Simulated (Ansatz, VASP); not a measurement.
MgO in VASP and in Ansatz

INCAR

```
SYSTEM = MgO
PREC = Accurate ; ENCUT = 600
EDIFF = 1E-6 ; ISMEAR = 0
SIGMA = 0.01 ; LREAL = .False.
LASPH = .True. ; NELM = 120
ALGO = Normal ; ISIF = 2
LWAVE = .False. ; LCHARG = .False.
GGA = PS ; NBANDS = 16
GGA_COMPAT = .False.
```

Contents of KPOINTS:

```
Automatic mesh
0
Gamma
  5 5 3
  0 0 0
```

POSCAR

```
MgO
1.0
    3.4863778600      0.0000000000      0.0000000000
   -1.7431889300      3.0192918000      0.0000000000
    0.0000000000      0.0000000000      4.1780412200
Mg O
2 2
Direct
    0.6666666707      0.3333333300      0.7499999988
    0.3333333293      0.6666666700      0.2499999988
    0.6666666707      0.3333333300      0.2499999988
    0.3333333293      0.6666666700      0.7499999988
```

Input for Ansatz:

```yaml
crystal:
  lattice:
    - [3.48637786, 0.0, 0.0]
    - [-1.74318893, 3.0192918, 0.0]
    - [0.0, 0.0, 4.17804122]
  atoms:
    - { symbol: Mg, position: [0.6666666707472619, 0.33333333002129834, 0.7499999988032671] }
    - { symbol: Mg, position: [0.333333329252738, 0.6666666699787016, 0.24999999880326695] }
    - { symbol: O, position: [0.6666666707472619, 0.33333333002129834, 0.24999999880326695] }
    - { symbol: O, position: [0.333333329252738, 0.6666666699787016, 0.7499999988032671] }
accuracy: low
kpoints:
  mp_grid:
    grid: [5, 5, 3]
hamiltonian:
  xc: pbesol
scf:
  occupations:
    method: fixed
output:
  wannier:
    kmesh: [4, 4, 3]
    projections:
      - { species: O, l: p }
    minimise: true
```

Alike in both runs: task single point; functional PBEsol; k mesh 5 × 5 × 3; no spin polarisation.

```csv
,VASP,Ansatz
version,VASP 6.6.1,Ansatz 0.2.0
potentials or method,"VASP PAW PBE potentials, release 64 (Mg, O)","plane waves, PAW"
plane-wave cutoff (eV),600,420
occupations,"gaussian, width 0.01 eV",fixed
valence electrons in the cell,16,32
```

|  | VASP | Ansatz | Ansatz less VASP |
| --- | --- | --- | --- |
| gap on the k mesh at the Fermi level (eV) | 3.31 | 3.32 | +0.002 |

VASP's potentials were made for PBE, not for PBEsol. VASP's potentials hold 16 valence electrons a cell and Ansatz's 32, so a difference there can come from the potentials and not from the codes.

The k mesh is coarse, so the values compare programs but aren't converged.
